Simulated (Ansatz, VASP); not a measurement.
## Ge: VASP beside Ansatz

Contents of POSCAR:

```
Ge
1.0
    1.4880529250     -2.5946896100      0.0000000000
    1.4880529250      2.5946896100      0.0000000000
    0.0000000000      0.0000000000      4.7275957900
Ge
2
Direct
    0.3334466300      0.6665533700      0.2500000000
    0.6665533700      0.3334466300      0.7500000000
```

Contents of INCAR.step1:

```
ALGO = Normal
EDIFF = 1E-5
ENCUT = 550
GGA = PE
GGA_COMPAT = F
ISMEAR = -5
LASPH = T
LCHARG = F
LREAL = F
LWAVE = T
NBANDS = 21
NELM = 120
PREC = Accurate
SIGMA = 0.05
```

Contents of INCAR.step2:

```
ALGO = Normal
BPARAM = 11.95
CPARAM = 0.0093
EDIFF = 1E-6
ENCUT = 550
GGA_COMPAT = F
ISIF = 2
ISMEAR = -5
ISTART = 1
IVDW_NL = 2
LASPH = T
LCHARG = T
LELF = T
LMIXTAU = T
LREAL = F
LUSE_VDW = T
LVHAR = T
LWAVE = F
METAGGA = R2SCAN
NBANDS = 21
NELM = 120
PREC = Accurate
SIGMA = 0.05
```

File KPOINTS:

```
k-points
0
Gamma
  10 10 6
```

input.yaml

```yaml
crystal:
  lattice:
    - [1.488052925, -2.59468961, 0.0]
    - [1.488052925, 2.59468961, 0.0]
    - [0.0, 0.0, 4.72759579]
  atoms:
    - { symbol: Ge, position: [0.33344663, 0.66655337, 0.25] }
    - { symbol: Ge, position: [0.66655337, 0.33344663, 0.75] }
hamiltonian:
  xc: r2scan
  pseudopotentials: { kind: paw }
  dispersion: rvv10
kpoints:
  mp_grid: { grid: [10, 10, 6] }
scf:
  occupations: { method: tetrahedron }
output:
  forces: true
  stress: true
  write_density: true
  write_potential: true
  elf: true
  volumetric_format: npy
```

Alike in both runs: functional r2SCAN; dispersion rVV10; k mesh 10 × 10 × 6; occupations tetrahedron; no spin polarisation.

|  | VASP | Ansatz |
| --- | --- | --- |
| version | VASP 6.6.1 | Ansatz 0.2.0 |
| potentials or method | VASP PAW PBE potentials, release 64 (Ge_d) | Ansatz PAW |
| plane-wave cutoff (eV) | 550 | 500 |
| valence electrons in the cell | 28 | 28 |
| task | single point | electron localisation function |

```tsv
	VASP	Ansatz	Ansatz less VASP
gap on the k mesh at the Fermi level (eV)	none	none	-
pressure (GPa)	1.0	1.2	+0.19
traceless stress, the component that is largest in VASP (GPa)	1.96	1.97	+0.018
```

VASP's potentials were made for PBE, not for r2SCAN. A gap of «none» marks a metal or a gap that the smearing closes.
